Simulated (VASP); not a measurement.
Input of a VASP 6.6.1 run:

The input INCAR:

```
SYSTEM = ScSiS4
PREC = Accurate ; ENCUT = 520
EDIFF = 1E-7 ; ISMEAR = 0
SIGMA = 0.1 ; LREAL = .FALSE.
LASPH = .TRUE. ; NELM = 60
ALGO = Normal ; ISIF = 2
LWAVE = .FALSE. ; LCHARG = .FALSE.
GGA = PE ; NBANDS = 28
```

File KPOINTS:

```
Automatic mesh
0
G
  12 12 4
  0 0 0
```

Contents of POSCAR:

```
ScSiS4
1.0
    4.5911450515      0.0000000000      0.0000000000
   -2.2955725258      3.9760482471      0.0000000000
    0.0000000000      0.0000000000      9.8457123388
Sc Si S
1 1 4
Direct
    0.0000000000      0.0000000000      0.5000000000
    0.0000000000      0.0000000000      0.0000000000
    0.3333333333      0.6666666667      0.5000000000
    0.6666666667      0.3333333333      0.5000000000
    0.0000000000      0.0000000000      0.1973701660
    0.0000000000      0.0000000000      0.8026298340
```

Potentials or basis: VASP PAW PBE potentials, release 64 (Sc_sv, Si, S).

Launch:

```bash
$ cat potpaw_PBE.64/Sc_sv/POTCAR potpaw_PBE.64/Si/POTCAR potpaw_PBE.64/S/POTCAR > POTCAR
$ mpirun -np 1 vasp_std > vasp.out
```

Problem. What does it give for the pressure?

Solution. -0.1 GPa.

Problem. Predict the largest force.

Solution. 0.082 eV/Å.

Problem. Estimate the band gap on the k mesh.

Solution. Zero (an odd number of electrons rules out a gap without spin polarisation).

Stress tensor (GPa, compression positive):
```
 0.04  0.00  0.00
 0.00  0.04  0.00
 0.00  0.00 -0.32
```
